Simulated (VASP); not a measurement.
The system is Si2C.

```
Si C
1.0
     4.53659    0.00000    0.00000
     0.00000    4.53659    0.00000
     0.00000    0.00000    4.51334
Si C
4 2
Direct
  0.50000 0.00000 0.25000
  0.00000 0.50000 0.25000
  0.50000 0.00000 0.75000
  0.00000 0.50000 0.75000
  0.50000 0.50000 0.24658
  0.50000 0.50000 0.75342
```

* Program: VASP 6.6.1
* Task: relaxation of cell and atoms
* Functional: PBE
* Potentials or basis: VASP PAW PBE potentials, release 64 (Si, C)
* Cutoff: 600 eV
* k mesh: 4 × 4 × 4
* Occupations: gaussian, width 0.1 eV
* Spin: no spin polarisation

At the start: pressure -12.3 GPa; volume 15.48 Å³/atom.

**Question.** How do energy, volume and symmetry change on relaxing?

**Answer.** Over 21 steps the energy falls by 666.1 meV/atom and the volume is 12.54 Å³/atom (-19.0 %); space group P4/mmm (No. 123, to 0.05 Å).

Step by step:
```tsv
step	energy change (eV)	largest force (eV/Å)	pressure (GPa)	volume (Å³)
1	0.0000	0.1833	-12.31	92.89
2	-1.8011	1.4001	-2.29	77.50
3	-1.9472	0.9496	3.66	73.87
4	-1.9504	0.8452	5.23	73.10
5	-2.0854	1.2904	0.30	75.01
6	-2.0903	1.1791	0.92	74.65
7	-2.3812	2.4625	-2.03	76.11
8	-3.0432	3.2522	-5.59	78.52
9	-3.5963	1.0199	-8.73	83.50
10	-3.6501	1.8540	-9.50	81.49
11	-3.6889	1.1297	-9.74	82.17
12	-3.7359	0.8674	-8.79	81.98
13	-3.7398	0.8707	-8.36	81.91
14	-3.7841	0.7971	-7.67	81.27
15	-3.8919	0.5545	-5.46	79.38
16	-3.9897	0.1729	-0.94	75.69
17	-3.9901	0.1941	-0.47	75.40
18	-3.9946	0.0132	-0.09	75.23
19	-3.9955	0.1447	0.22	75.12
20	-3.9962	0.0962	0.13	75.15
21	-3.9967	0.0048	-0.06	75.21
```

Final structure:
```
Si C
1.0
     3.94735    0.00000    0.00000
     0.00000    3.94735    0.00000
     0.00000    0.00000    4.82685
Si C
4 2
Direct
  0.50000 0.00000 0.25613
  0.00000 0.50000 0.25613
  0.50000 0.00000 0.74387
  0.00000 0.50000 0.74387
  0.50000 0.50000 0.15687
  0.50000 0.50000 0.84313
```

Caveat: the volume moved by over 15 % at a fixed basis, so the end points are rough.
